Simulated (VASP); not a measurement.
# Co (P6_3/mmc) in VASP: single point with LDA

Aim: the single point of Co with LDA.

Program: VASP 6.6.1. These are calculated values, not measurements. Logs are shortened: lines on timing, memory, paths and dates and some standing lists are left out, and cuts for length are marked.

## (1) The cell of the first run

Symmetry: P6_3/mmc, No. 194, hexagonal system. Conventional cell: a = 2.429 Å, b = 2.429 Å, c = 3.918 Å, α = 90.00°, β = 90.00°, γ = 120.00°. Co (site symmetry -6m2) has 12 Co at 2.41 to 2.43 Å within 3.2 Å.

## (2) Single point, LDA, collinear spin, ferromagnetic start

Input file INCAR:

```
SYSTEM = Co
PREC = Accurate
ENCUT = 520
EDIFF = 1E-7
ISMEAR = 0
SIGMA = 0.05
LREAL = .FALSE.
LASPH = .TRUE.
NELM = 150
ALGO = Normal
ISIF = 2
LWAVE = .FALSE.
LCHARG = .FALSE.
ISPIN = 2
MAGMOM = 0.5 0.5
LORBIT = 11
LMAXMIX = 4
GGA = CA
NBANDS = 20
```

Input file KPOINTS:

```
Automatic mesh
0
G
  20 20 12
  0 0 0
```

Input file POSCAR:

```
Co
1.0
    2.4294441922      0.0000000000      0.0000000000
   -1.2147220961      2.1039603875      0.0000000000
    0.0000000000      0.0000000000      3.9179299248
Co
2
Direct
    0.3333333333      0.6666666667      0.7500000000
    0.6666666667      0.3333333333      0.2500000000
```

Potentials or basis: VASP PAW LDA potentials, release 64 (Co).

Run with:

```
$ cat potpaw_LDA.64/Co/POTCAR > POTCAR
$ mpirun -np 1 vasp_std > vasp.out
```

OUTCAR:

```text
SYSTEM = Co
   PREC = Accurate
   ENCUT = 520
   EDIFF = 1E-7
   ISMEAR = 0
   LREAL = .FALSE.
   LASPH = .TRUE.
   NELM = 150
   ISIF = 2
   ISPIN = 2
   LORBIT = 11
   GGA = CA

 ion  position               nearest neighbor table
   1  0.333  0.667  0.750-   2 2.41   2 2.41   2 2.41   2 2.41   2 2.41   2 2.41
   2  0.667  0.333  0.250-   1 2.41   1 2.41   1 2.41   1 2.41   1 2.41   1 2.41

  LATTYP: Found a hexagonal cell.
 ALAT       =     2.4294441922
 C/A-ratio  =     1.6126857070

  Lattice vectors:

 A1 = (   2.4294441922,   0.0000000000,   0.0000000000)
 A2 = (  -1.2147220961,   2.1039603875,   0.0000000000)
 A3 = (   0.0000000000,   0.0000000000,   3.9179299248)

Analysis of symmetry for initial positions (statically):
=====================================================================
 Subroutine PRICEL returns:
 Original cell was already a primitive cell.

 Routine SETGRP: Setting up the symmetry group for a
 hexagonal supercell.

 Subroutine GETGRP returns: Found 24 space group operations
 (whereof 12 operations were pure point group operations)
 out of a pool of 24 trial point group operations.

The static configuration has the point symmetry D_3d.
 The point group associated with its full space group is D_6h.

Analysis of symmetry for dynamics (positions and initial velocities):
=====================================================================
 Subroutine PRICEL returns:
 Original cell was already a primitive cell.

 Routine SETGRP: Setting up the symmetry group for a
 hexagonal supercell.

 Subroutine GETGRP returns: Found 24 space group operations
 (whereof 12 operations were pure point group operations)
 out of a pool of 24 trial point group operations.

The dynamic configuration has the point symmetry D_3d.
 The point group associated with its full space group is D_6h.

Analysis of structural, dynamic, and magnetic symmetry:
=====================================================================
 Subroutine PRICEL returns:
 Original cell was already a primitive cell.

 Routine SETGRP: Setting up the symmetry group for a
 hexagonal supercell.

 Subroutine GETGRP returns: Found 24 space group operations
 (whereof 12 operations were pure point group operations)
 out of a pool of 24 trial point group operations.

The overall configuration has the point symmetry D_3d.
 The point group associated with its full space group is D_6h.

 Subroutine INISYM returns: Found 24 space group operations
 (whereof 12 operations are pure point group operations),
 and found     1 'primitive' translations

----------------------------------------------------------------------------------------

                                     Primitive cell

  volume of cell :      20.0263

  direct lattice vectors                    reciprocal lattice vectors
     2.429444192  0.000000000  0.000000000     0.411616782  0.237647060  0.000000000
    -1.214722096  2.103960387  0.000000000     0.000000000  0.475294120  0.000000000
     0.000000000  0.000000000  3.917929925     0.000000000  0.000000000  0.255236826

  length of vectors
     2.429444192  2.429444192  3.917929925     0.475294120  0.475294120  0.255236826

  position of ions in fractional coordinates (direct lattice)
     0.333333333  0.666666667  0.750000000
     0.666666667  0.333333333  0.250000000

  ion indices of the primitive-cell ions
   primitive index   ion index
                 1           1
                 2           2

----------------------------------------------------------------------------------------

 KPOINTS: Automatic mesh

Automatic generation of k-mesh.
 Grid dimensions read from file:
 generate k-points for:   20   20   12

 Generating k-lattice:

  Cartesian coordinates                     Fractional coordinates (reciprocal lattice)
     0.020580839  0.011882353  0.000000000     0.050000000  0.000000000  0.000000000
     0.000000000  0.023764706  0.000000000     0.000000000  0.050000000  0.000000000
     0.000000000  0.000000000  0.021269736     0.000000000  0.000000000  0.083333333

  Length of vectors
     0.023764706  0.023764706  0.021269736

  Shift w.r.t. Gamma in fractional coordinates (k-lattice)
     0.000000000  0.000000000  0.000000000

 Subroutine IBZKPT returns following result:
 ===========================================

 Found    308 irreducible k-points:

 Following reciprocal coordinates:
            Coordinates               Weight
  0.000000  0.000000  0.000000      1.000000
  0.050000  0.000000  0.000000      6.000000
  0.100000  0.000000  0.000000      6.000000
  0.150000 -0.000000  0.000000      6.000000
  0.200000  0.000000  0.000000      6.000000
  0.250000 -0.000000  0.000000      6.000000
[... 16 lines left out ...]
  0.200000  0.100000  0.000000     12.000000
  0.250000  0.100000  0.000000     12.000000
 [... further k-points ...]
   k-points           NKPTS =    308   k-points in BZ     NKDIM =    308   number of bands    NBANDS=     20
   number of dos      NEDOS =    301   number of ions     NIONS =      2
   total plane-waves  NPLWV =   9720
   dimension x,y,z NGX =    18 NGY =   18 NGZ =   30
   dimension x,y,z NGXF=    36 NGYF=   36 NGZF=   60
   ions per type =               2
   NGX,Y,Z   is equivalent  to a cutoff of  12.32, 12.32, 12.73 a.u.
   NGXF,Y,Z  is equivalent  to a cutoff of  24.63, 24.63, 25.46 a.u.
 SYSTEM =  Co
   PREC   = accura    normal or accurate (medium, high low for compatibility)
   ISTART =      0    job   : 0-new  1-cont  2-samecut
   ICHARG =      2    charge: 1-file 2-atom 10-const
   ISPIN  =      2    spin polarized calculation?
   LNONCOLLINEAR =      F non collinear calculations
   LSORBIT =      F    spin-orbit coupling
   LASPH  =      T    aspherical Exc in radial PAW
   ENCUT  =  520.0 eV  38.22 Ry    6.18 a.u.   4.52  4.52  7.28*2*pi/ulx,y,z
   NELM   =    150;   NELMIN=  2; NELMDL= -5     # of ELM steps
   EDIFF  = 0.1E-06   stopping-criterion for ELM
   LREAL  =      F    real-space projection
   EDIFFG = 0.1E-05   stopping-criterion for IOM
   NSW    =      0    number of steps for IOM
   IBRION =     -1    ionic relax: 0-MD 1-quasi-New 2-CG
   NFREE  =      0    steps in history (QN), initial steepest desc. (CG)
   ISIF   =      2    stress and relaxation
   ISYM   =      2    0-nonsym 1-usesym 2-fastsym
   POTIM  = 0.5000    time-step for ionic-motion
   TEBEG  =    0.0;   TEEND  =   0.0 temperature during run
   PSTRESS=    0.0 pullay stress
   NELECT =      18.0000    total number of electrons
   NUPDOWN=      -1.0000    fix difference up-down
   EMIN   =  10.00;   EMAX   =-10.00  energy-range for DOS
   EFERMI =   0.00;   METHOD = LEGACY
   ISMEAR =     0;   SIGMA  =   0.05  broadening in eV -4-tet -1-fermi 0-gaus
   EFERMI_NEDOS =   21; number of points for ismear=-14 and -15
   IALGO  =     38    algorithm
   IMIX   =      4    mixing-type and parameters
     AMIX     =   0.40;   BMIX     =  1.00
     AMIX_MAG =   1.60;   BMIX_MAG =  1.00
  volume/ion in A,a.u.               =      10.01        67.57
  Fermi-wavevector in a.u.,A,eV,Ry     =   1.579909  2.985594 33.961652  2.496111
  Thomas-Fermi vector in A             =   2.680216
   LORBIT       =     11    0 simple, 1 ext, 2 COOP (PROOUT), +10 PAW based schemes
   GGA     = CA    functional components
   LHFCALC =     F    Hartree Fock is set to
   AEXX    =    0.0000 exact exchange contribution
   IVDW    =     0    specifies the selected vdW correction
   LEPSILON=     F    determine dielectric tensor
   LRPA    =     F    only Hartree local field effects (RPA)
 spin polarized calculation
 Gauss-broadening in eV      SIGMA  =   0.05
  energy-cutoff  :      520.00
  volume of cell :       20.03
 maximum number of plane-waves:       557
   NGX =  9   NGY =  9   NGZ = 15

 number of electron      17.9999991 magnetization       2.9846984

 Free energy of the ion-electron system (eV)
  ---------------------------------------------------
  ext. energy  EPLUGINS =         0.00000000
  ---------------------------------------------------
  free energy    TOTEN  =       -16.25241228 eV

  energy without entropy =      -16.25055932  energy(sigma->0) =      -16.25148580

 E-fermi :  11.0801     XC(G=0): -14.2147

 val. band max:       11.0794840956   @ k =   0.1500   0.1500   0.5000
 cond. band min:      11.0808597027   @ k =   0.0500   0.0000   0.1667
 fundamental gap:      0.0013756070
 Fermi energy:        11.0800868273

 spin component 1

 k-point     1 :       0.0000    0.0000    0.0000
  band No.  band energies     occupation
      1       1.7191      1.00000
      2       5.6519      1.00000
      3       8.5282      1.00000
      4       8.5422      1.00000
      5       8.5422      1.00000
      6       8.9095      1.00000
[... 12 lines left out ...]
     19      38.3428      0.00000
     20      38.3428      0.00000

 k-point     2 :       0.0500    0.0000    0.0000
  band No.  band energies     occupation
      1       1.8125      1.00000
      2       5.7108      1.00000
      3       8.3848      1.00000
      4       8.5892      1.00000
      5       8.6712      1.00000
      6       8.8854      1.00000
[... 12 lines left out ...]
     19      39.6058      0.00000
     20      40.0413      0.00000

 k-point     3 :       0.1000    0.0000    0.0000
  band No.  band energies     occupation
      1       2.0893      1.00000
      2       5.8776      1.00000
      3       8.2077      1.00000
      4       8.7273      1.00000
      5       8.7707      1.00000
      6       8.8640      1.00000
[... 12 lines left out ...]
     19      38.8140      0.00000
     20      41.3929      0.00000

 k-point     4 :       0.1500   -0.0000    0.0000
  band No.  band energies     occupation
      1       2.5376      1.00000
      2       6.1191      1.00000
      3       8.0123      1.00000
      4       8.4649      1.00000
      5       8.6904      1.00000
      6       8.9480      1.00000
[... 429 lines left out ...]
 k-point    23 :       0.2000    0.1000    0.0000
  band No.  band energies     occupation
      1       4.0798      1.00000
      2       6.6646      1.00000
      3       7.3908      1.00000
      4       7.5559      1.00000
      5       8.5703      1.00000
      6       8.5747      1.00000
[... 12 lines left out ...]
     19      37.2335      0.00000
     20      38.6154      0.00000

 k-point    24 :       0.2500    0.1000    0.0000
  band No.  band energies     occupation
      1       4.8120      1.00000
      2       6.6595      1.00000
      3       7.0491      1.00000
      4       7.5608      1.00000
      5       8.4543      1.00000
      6       8.6294      1.00000
[... 12 lines left out ...]
     19      36.7565      0.00000
     20      37.8697      0.00000

 [... further k-points ...]

 spin component 2

 k-point     1 :       0.0000    0.0000    0.0000
  band No.  band energies     occupation
      1       1.9060      1.00000
      2       6.5204      1.00000
      3       9.9078      1.00000
      4       9.9100      1.00000
      5       9.9100      1.00000
      6      10.3227      1.00000
[... 12 lines left out ...]
     19      38.7744      0.00000
     20      38.7744      0.00000

 k-point     2 :       0.0500    0.0000    0.0000
  band No.  band energies     occupation
      1       1.9999      1.00000
      2       6.5849      1.00000
      3       9.7383      1.00000
      4       9.9604      1.00000
      5      10.0600      1.00000
      6      10.2935      1.00000
[... 12 lines left out ...]
     19      40.0331      0.00000
     20      40.4197      0.00000

 k-point     3 :       0.1000    0.0000    0.0000
  band No.  band energies     occupation
      1       2.2781      1.00000
      2       6.7685      1.00000
      3       9.5333      1.00000
      4      10.0658      1.00000
      5      10.1088      1.00000
      6      10.1637      1.00000
[... 12 lines left out ...]
     19      38.9475      0.00000
     20      41.8113      0.00000

 k-point     4 :       0.1500   -0.0000    0.0000
  band No.  band energies     occupation
      1       2.7303      1.00000
      2       7.0394      1.00000
      3       9.3007      1.00000
      4       9.4599      1.00000
      5      10.0602      1.00000
      6      10.3464      1.00000
[... 429 lines left out ...]
 k-point    23 :       0.2000    0.1000    0.0000
  band No.  band energies     occupation
      1       4.3102      1.00000
      2       7.6939      1.00000
      3       8.3961      1.00000
      4       8.7304      1.00000
      5       9.8859      1.00000
      6       9.9324      1.00000
[... 12 lines left out ...]
     19      37.5996      0.00000
     20      39.0813      0.00000

 k-point    24 :       0.2500    0.1000    0.0000
  band No.  band energies     occupation
      1       5.0970      1.00000
      2       7.7375      1.00000
      3       8.0706      1.00000
      4       8.6565      1.00000
      5       9.7993      1.00000
      6       9.9283      1.00000
[... 12 lines left out ...]
     19      37.1572      0.00000
     20      38.3242      0.00000

 [... further k-points ...]
[... 5 lines left out ...]
  --------------------------------------------------------------------------------------
  -------------------------------------------------------------------------------------
  Total       -0.1447170     -0.1447170     -0.1799641      0.0000000      0.0000000      0.0000000
  in kB      -11.5778811    -11.5778811    -14.3977751      0.0000000      0.0000000      0.0000000
  external PRESSURE =     -12.5178458 kB  Pullay stress =       0.0000000 kB

 VOLUME and BASIS-vectors are now :
 -----------------------------------------------------------------------------
  energy-cutoff  :      520.00
  volume of cell :       20.03
      direct lattice vectors                 reciprocal lattice vectors
     2.429444192  0.000000000  0.000000000     0.411616782  0.237647060  0.000000000
    -1.214722096  2.103960387  0.000000000     0.000000000  0.475294120  0.000000000
     0.000000000  0.000000000  3.917929925     0.000000000  0.000000000  0.255236826

 POSITION                                       TOTAL-FORCE (eV/Angst)
 -----------------------------------------------------------------------------------
     -0.00000      1.40264      2.93845         0.000000      0.000000      0.000000
      1.21472      0.70132      0.97948        -0.000000      0.000000      0.000000
 -----------------------------------------------------------------------------------
    total drift:                               -0.000000      0.000000     -0.000000

  FREE ENERGIE OF THE ION-ELECTRON SYSTEM (eV)
  ---------------------------------------------------
  free  energy   TOTEN  =       -16.2524122831 eV

  energy  without entropy=      -16.2505593189  energy(sigma->0) =      -16.25148580

 total charge

# of ion       s       p       d       tot
------------------------------------------
    1        0.523   0.589   7.338   8.450
    2        0.523   0.589   7.338   8.450
--------------------------------------------------
tot          1.046   1.177  14.677  16.900

 magnetization (x)

# of ion       s       p       d       tot
------------------------------------------
    1       -0.013  -0.039   1.537   1.485
    2       -0.013  -0.039   1.537   1.485
--------------------------------------------------
tot         -0.027  -0.077   3.074   2.971
```

Wall time 3.8 min (1 thread of Intel Xeon Platinum 8259CL at 2.50GHz (Skylake/Cascade Lake), shared host); peak memory 0.26 GiB.

What came out:

* Free energy: -16.2524 eV
* Pressure: -1.3 GPa
* Net moment: 2.98 μB per cell
* Site moments: Co +1.49 μB
* Valence electrons inside the program's atomic spheres: Co 8.45

Stress tensor (GPa, compression positive):
```
-1.16  0.00  0.00
 0.00 -1.16  0.00
 0.00  0.00 -1.44
```
